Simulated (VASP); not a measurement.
# MgS (Fm-3m) in VASP: notebook

MgS is run at these levels: PBE0, B3LYP+D3(BJ); tasks: single point.

All numbers are computed with VASP 6.6.1; they aren't measurements. Logs are shortened: lines on timing, memory, paths and dates and some standing lists are left out, and cuts for length are marked.

## 1. The cell of the first run

It takes space group Fm-3m (No. 225, cubic). Conventional cell: a = 5.203 Å, b = 5.203 Å, c = 5.203 Å, α = 90.00°, β = 90.00°, γ = 90.00°. Within 3.4 Å of S (site symmetry m-3m) lie 6 Mg at 2.60 Å. Within 3.4 Å of Mg (site symmetry m-3m) lie 6 S at 2.60 Å.

## 2. Single point, PBE0

File POSCAR:

```
MgS
1.0
    0.0000000000      2.6016500000      2.6016500000
    2.6016500000      0.0000000000      2.6016500000
    2.6016500000      2.6016500000      0.0000000000
S Mg
1 1
Direct
    0.5000000000      0.5000000000      0.5000000000
    0.0000000000      0.0000000000      0.0000000000
```

File INCAR.step1:

```
SYSTEM = MgS
PREC = Accurate
ENCUT = 520
EDIFF = 1E-5
ISMEAR = -1
SIGMA = 0.05
LREAL = .FALSE.
LASPH = .TRUE.
NELM = 100
ALGO = Normal
ISIF = 2
LWAVE = .TRUE.
GGA = PE
NBANDS = 11
```

File INCAR.step2:

```
SYSTEM = MgS
PREC = Accurate
ENCUT = 520
EDIFF = 1E-7
ISMEAR = -1
SIGMA = 0.05
LREAL = .FALSE.
LASPH = .TRUE.
NELM = 100
ALGO = Normal
ISIF = 2
LWAVE = .FALSE.
LCHARG = .TRUE.
GGA = PE
LHFCALC = .TRUE.
AEXX = 0.25
PRECFOCK = Normal
LELF = .TRUE.
LVHAR = .TRUE.
ISTART = 1
NBANDS = 11
```

File KPOINTS:

```
regular mesh
0
G
  6 6 6
  0 0 0
```

Potentials or basis: VASP PAW PBE potentials, release 64 (S, Mg).

Command:

```console
$ cat potpaw_PBE.64/S/POTCAR potpaw_PBE.64/Mg/POTCAR > POTCAR
$ cp INCAR.step1 INCAR
$ mpirun -np 1 vasp_std > vasp.out
$ cp INCAR.step2 INCAR
$ mpirun -np 1 vasp_std > vasp.out
```

OUTCAR:

```text
SYSTEM = MgS
   PREC = Accurate
   ENCUT = 520
   EDIFF = 1E-7
   ISMEAR = -1
   LREAL = .FALSE.
   LASPH = .TRUE.
   NELM = 100
   ISIF = 2
   GGA = PE
   LHFCALC = .TRUE.
   AEXX = 0.25
   PRECFOCK = Normal
   ISTART = 1

 ion  position               nearest neighbor table
   1  0.500  0.500  0.500-   2 2.60   2 2.60   2 2.60   2 2.60   2 2.60   2 2.60
   2  0.000  0.000  0.000-   1 2.60   1 2.60   1 2.60   1 2.60   1 2.60   1 2.60

  LATTYP: Found a face centered cubic cell.
 ALAT       =     5.2033000000

  Lattice vectors:

 A1 = (   0.0000000000,   2.6016500000,   2.6016500000)
 A2 = (   2.6016500000,   0.0000000000,   2.6016500000)
 A3 = (   2.6016500000,   2.6016500000,   0.0000000000)

Analysis of symmetry for initial positions (statically):
=====================================================================
 Subroutine PRICEL returns:
 Original cell was already a primitive cell.

 Routine SETGRP: Setting up the symmetry group for a
 face centered cubic supercell.

 Subroutine GETGRP returns: Found 48 space group operations
 (whereof 48 operations were pure point group operations)
 out of a pool of 48 trial point group operations.

The static configuration has the point symmetry O_h .

Analysis of symmetry for dynamics (positions and initial velocities):
=====================================================================
 Subroutine PRICEL returns:
 Original cell was already a primitive cell.

 Routine SETGRP: Setting up the symmetry group for a
 face centered cubic supercell.

 Subroutine GETGRP returns: Found 48 space group operations
 (whereof 48 operations were pure point group operations)
 out of a pool of 48 trial point group operations.

The dynamic configuration has the point symmetry O_h .

 Subroutine INISYM returns: Found 48 space group operations
 (whereof 48 operations are pure point group operations),
 and found     1 'primitive' translations

----------------------------------------------------------------------------------------

                                     Primitive cell

  volume of cell :      35.2190

  direct lattice vectors                    reciprocal lattice vectors
     0.000000000  2.601650000  2.601650000    -0.192185728  0.192185728  0.192185728
     2.601650000  0.000000000  2.601650000     0.192185728 -0.192185728  0.192185728
     2.601650000  2.601650000  0.000000000     0.192185728  0.192185728 -0.192185728

  length of vectors
     3.679288715  3.679288715  3.679288715     0.332875446  0.332875446  0.332875446

  position of ions in fractional coordinates (direct lattice)
     0.500000000  0.500000000  0.500000000
     0.000000000  0.000000000  0.000000000

  ion indices of the primitive-cell ions
   primitive index   ion index
                 1           1
                 2           2

----------------------------------------------------------------------------------------

 KPOINTS: regular mesh

Automatic generation of k-mesh.
 Grid dimensions read from file:
 generate k-points for:    6    6    6

 Generating k-lattice:

  Cartesian coordinates                     Fractional coordinates (reciprocal lattice)
    -0.032030955  0.032030955  0.032030955     0.166666667  0.000000000  0.000000000
     0.032030955 -0.032030955  0.032030955     0.000000000  0.166666667  0.000000000
     0.032030955  0.032030955 -0.032030955     0.000000000  0.000000000  0.166666667

  Length of vectors
     0.055479241  0.055479241  0.055479241

  Shift w.r.t. Gamma in fractional coordinates (k-lattice)
     0.000000000  0.000000000  0.000000000

 Subroutine IBZKPT returns following result:
 ===========================================

 Found     16 irreducible k-points:

 Following reciprocal coordinates:
            Coordinates               Weight
  0.000000  0.000000  0.000000      1.000000
  0.166667  0.000000  0.000000      8.000000
  0.333333  0.000000  0.000000      8.000000
  0.500000  0.000000  0.000000      4.000000
  0.166667  0.166667  0.000000      6.000000
  0.333333  0.166667  0.000000     24.000000
[... 8 lines left out ...]
 -0.333333  0.333333  0.166667     24.000000
 -0.333333  0.500000  0.166667     12.000000
   k-points           NKPTS =     16   k-points in BZ     NKDIM =    216   number of bands    NBANDS=     11
   number of dos      NEDOS =    301   number of ions     NIONS =      2
   total plane-waves  NPLWV =  21952
   dimension x,y,z NGX =    28 NGY =   28 NGZ =   28
   dimension x,y,z NGXF=    56 NGYF=   56 NGZF=   56
   ions per type =               1   1
   NGX,Y,Z   is equivalent  to a cutoff of  12.65, 12.65, 12.65 a.u.
   NGXF,Y,Z  is equivalent  to a cutoff of  25.30, 25.30, 25.30 a.u.
 SYSTEM =  MgS
   PREC   = accura    normal or accurate (medium, high low for compatibility)
   ISTART =      1    job   : 0-new  1-cont  2-samecut
   ICHARG =      0    charge: 1-file 2-atom 10-const
   ISPIN  =      1    spin polarized calculation?
   LNONCOLLINEAR =      F non collinear calculations
   LSORBIT =      F    spin-orbit coupling
   LASPH  =      T    aspherical Exc in radial PAW
   ENCUT  =  520.0 eV  38.22 Ry    6.18 a.u.   6.84  6.84  6.84*2*pi/ulx,y,z
   NELM   =    100;   NELMIN=  2; NELMDL=  0     # of ELM steps
   EDIFF  = 0.1E-06   stopping-criterion for ELM
   LREAL  =      F    real-space projection
   EDIFFG = 0.1E-05   stopping-criterion for IOM
   NSW    =      0    number of steps for IOM
   IBRION =     -1    ionic relax: 0-MD 1-quasi-New 2-CG
   NFREE  =      0    steps in history (QN), initial steepest desc. (CG)
   ISIF   =      2    stress and relaxation
   ISYM   =      3    0-nonsym 1-usesym 2-fastsym
   POTIM  = 0.5000    time-step for ionic-motion
   TEBEG  =    0.0;   TEEND  =   0.0 temperature during run
   PSTRESS=    0.0 pullay stress
   NELECT =       8.0000    total number of electrons
   NUPDOWN=      -1.0000    fix difference up-down
   EMIN   =  10.00;   EMAX   =-10.00  energy-range for DOS
   EFERMI =   0.00;   METHOD = LEGACY
   ISMEAR =    -1;   SIGMA  =   0.05  broadening in eV -4-tet -1-fermi 0-gaus
   EFERMI_NEDOS =   21; number of points for ismear=-14 and -15
   IALGO  =     38    algorithm
   IMIX   =      1    mixing-type and parameters
     AMIX     =   0.40;   BMIX     =  1.00
     AMIX_MAG =   1.60;   BMIX_MAG =  1.00
  volume/ion in A,a.u.               =      17.61       118.83
  Fermi-wavevector in a.u.,A,eV,Ry     =   0.998878  1.887606 13.575323  0.997758
  Thomas-Fermi vector in A             =   2.131131
   LORBIT       =      0    0 simple, 1 ext, 2 COOP (PROOUT), +10 PAW based schemes
   GGA     = PE    functional components
   LHFCALC =     T    Hartree Fock is set to
   PRECFOCK=normal    Normal, Fast or Accurate (Low or Medium for compatibility)
   ENCUT4O =  -1.0   cutoff for four orbital integrals eV
   NKREDX  =     1    reduce k-point grid by
   NKREDY  =     1    reduce k-point grid by
   NKREDZ  =     1    reduce k-point grid by
   AEXX    =    0.2500 exact exchange contribution
   HFSCREEN=    0.0000 screening length (either q_TF or 0.3 A-1)
   HFSCREENC=   0.0000 screening length for correlation (either q_TF or 0.3 A-1)
   ENCUTFOCK=  -1.0 apply spherical cutoff to Coloumb kernel
   IVDW    =     0    specifies the selected vdW correction
   LEPSILON=     F    determine dielectric tensor
   LRPA    =     F    only Hartree local field effects (RPA)
 non-spin polarized calculation
  energy-cutoff  :      520.00
  volume of cell :       35.22
 maximum number of plane-waves:       960
  NGX = 24; NGY = 24; NGZ = 24

 number of electron       8.0000000 magnetization

 Free energy of the ion-electron system (eV)
  ---------------------------------------------------
  ext. energy  EPLUGINS =         0.00000000
  ---------------------------------------------------
  free energy    TOTEN  =       -10.45070447 eV

  energy without entropy =      -10.45070447  energy(sigma->0) =      -10.45070447

 E-fermi :   3.7206     XC(G=0):  -7.6519

 val. band max:        2.6856965496   @ k =   0.0000   0.0000   0.0000
 cond. band min:       7.1751609592   @ k =   0.5000   0.5000   0.0000
 fundamental gap:      4.4894644097
 Fermi energy:         3.7206249372

 k-point     1 :       0.0000    0.0000    0.0000
  band No.  band energies     occupation
      1     -11.3313      2.00000
      2       2.6857      2.00000
      3       2.6857      2.00000
      4       2.6857      2.00000
      5       8.1985      0.00000
      6      12.5475      0.00000
      7      12.5475      0.00000
      8      12.5475      0.00000
      9      15.1522      0.00000
     10      15.1522      0.00000
     11      17.1535      0.00000

 k-point     2 :       0.1667    0.0000    0.0000
  band No.  band energies     occupation
      1     -11.0418      2.00000
      2       0.9373      2.00000
      3       2.5008      2.00000
      4       2.5008      2.00000
      5       9.3235      0.00000
      6      12.2582      0.00000
      7      12.8463      0.00000
      8      12.8463      0.00000
      9      14.3980      0.00000
     10      14.3980      0.00000
     11      17.2753      0.00000

 k-point     3 :       0.3333    0.0000    0.0000
  band No.  band energies     occupation
      1     -10.3428      2.00000
      2      -1.5299      2.00000
      3       2.1781      2.00000
      4       2.1781      2.00000
      5       9.2294      0.00000
      6      11.9512      0.00000
      7      11.9512      0.00000
      8      14.2135      0.00000
      9      16.3226      0.00000
     10      16.3442      0.00000
     11      16.3442      0.00000
[... 155 lines left out ...]
 k-point    15 :      -0.3333    0.3333    0.1667
  band No.  band energies     occupation
      1      -9.5605      2.00000
      2      -1.6293      2.00000
      3      -0.2984      2.00000
      4       0.9652      2.00000
      5       9.8663      0.00000
      6      11.2855      0.00000
      7      13.3885      0.00000
      8      13.6681      0.00000
      9      17.0909      0.00000
     10      18.9005      0.00000
     11      20.8011      0.00000

 k-point    16 :      -0.3333    0.5000    0.1667
  band No.  band energies     occupation
      1      -9.4463      2.00000
      2      -1.4614      2.00000
      3      -0.1525      2.00000
      4       0.2944      2.00000
      5       8.8979      0.00000
      6      10.7090      0.00000
      7      13.9356      0.00000
      8      14.5711      0.00000
      9      18.8100      0.00000
     10      20.0589      0.00000
     11      20.5381      0.00000

------------------------ aborting loop because EDIFF is reached ----------------------------------------

  FORCE on cell =-STRESS in cart. coord.  units (eV):
  Direction    XX          YY          ZZ          XY          YZ          ZX
  --------------------------------------------------------------------------------------
  -------------------------------------------------------------------------------------
  Total       -0.1644851     -0.1644851     -0.1644851      0.0000000     -0.0000000     -0.0000000
  in kB       -7.4827392     -7.4827392     -7.4827392      0.0000000     -0.0000000     -0.0000000
  external PRESSURE =      -7.4827392 kB  Pullay stress =       0.0000000 kB

 VOLUME and BASIS-vectors are now :
 -----------------------------------------------------------------------------
  energy-cutoff  :      520.00
  volume of cell :       35.22
      direct lattice vectors                 reciprocal lattice vectors
     0.000000000  2.601650000  2.601650000    -0.192185728  0.192185728  0.192185728
     2.601650000  0.000000000  2.601650000     0.192185728 -0.192185728  0.192185728
     2.601650000  2.601650000  0.000000000     0.192185728  0.192185728 -0.192185728

 POSITION                                       TOTAL-FORCE (eV/Angst)
 -----------------------------------------------------------------------------------
      2.60165      2.60165      2.60165         0.000000      0.000000      0.000000
      0.00000      0.00000      0.00000         0.000000     -0.000000     -0.000000
 -----------------------------------------------------------------------------------
    total drift:                               -0.000000     -0.000000     -0.000000

  FREE ENERGIE OF THE ION-ELECTRON SYSTEM (eV)
  ---------------------------------------------------
  free  energy   TOTEN  =       -10.4507044687 eV

  energy  without entropy=      -10.4507044686  energy(sigma->0) =      -10.45070447
```

It took 26 min on 1 thread of Intel Xeon 8259CL, shared host; peak memory 0.18 GiB.

What came out:

| Quantity | Value |
| --- | --- |
| Free energy | -10.4507 eV |
| Pressure | -0.7 GPa |
| Band gap on the k mesh | 4.49 eV (least direct gap 5.51 eV) |

Levels at points of the mesh, in eV from the valence-band top:
```
           k point  band 2  band 3  band 4  band 5  band 6  band 7
(0.00, 0.00, 0.00)    0.00    0.00    0.00    5.51    9.86    9.86
(0.50, 0.00, 0.00)   -5.32   -0.65   -0.65    6.28    8.81    8.81
(0.50, 0.50, 0.00)   -4.64   -1.86   -1.86    4.49    6.07   14.29
```

Caveat: the PAW data sets were made with another functional, which shifts forces and pressure a little.

## 3. Single point, B3LYP+D3(BJ)

POSCAR is that of step 2.

File INCAR.step1:

```
ALGO = Normal ; EDIFF = 1E-5
ENCUT = 520 ; GGA = PE
GGA_COMPAT = F ; ISIF = 2
ISMEAR = -1 ; LASPH = T
LCHARG = F ; LREAL = F
LWAVE = T ; NBANDS = 11
NELM = 120 ; PREC = Accurate
SIGMA = 0.05
```

File INCAR.step2:

```
AEXX = 0.2 ; AGGAC = 0.81
AGGAX = 0.72 ; ALDAC = 0.19
ALGO = Normal ; EDIFF = 1E-6
ENCUT = 520 ; GGA = B3
GGA_COMPAT = F ; ISIF = 2
ISMEAR = -1 ; ISTART = 1
IVDW = 12 ; LASPH = T
LCHARG = F ; LHFCALC = T
LREAL = F ; LWAVE = F
NBANDS = 11 ; NELM = 120
PREC = Accurate ; PRECFOCK = Normal
SIGMA = 0.05
```

File KPOINTS:

```
k-points
0
Gamma
  5 5 5
```

Potentials or basis: VASP PAW PBE potentials, release 64 (S, Mg).

Command:

```console
$ cat potpaw_PBE.64/S/POTCAR potpaw_PBE.64/Mg/POTCAR > POTCAR
$ cp INCAR.step1 INCAR
$ mpirun -np 1 vasp_std > vasp.out
$ cp INCAR.step2 INCAR
$ mpirun -np 1 vasp_std > vasp.out
```

Wall time 3.5 min (1 thread of Intel Xeon Platinum 8559C (Emerald Rapids), shared host); peak memory 0.17 GiB.

The run converged. Its results:

* Free energy: -10.5524 eV
* Pressure: -4.5 GPa
* Band gap on the k mesh: 4.65 eV (least direct gap 5.33 eV)
* Dispersion energy per atom: -0.665 eV

Levels at points of the mesh, in eV from the valence-band top:
```
           k point  band 2  band 3  band 4  band 5  band 6  band 7
(0.00, 0.00, 0.00)    0.00    0.00    0.00    5.33    9.68    9.68
```

Caveat: three body term missing; the cell stands under tension; the PAW data sets were made with another functional, which shifts forces and pressure a little; an odd mesh through Γ misses points on the zone boundary, where band edges can lie.
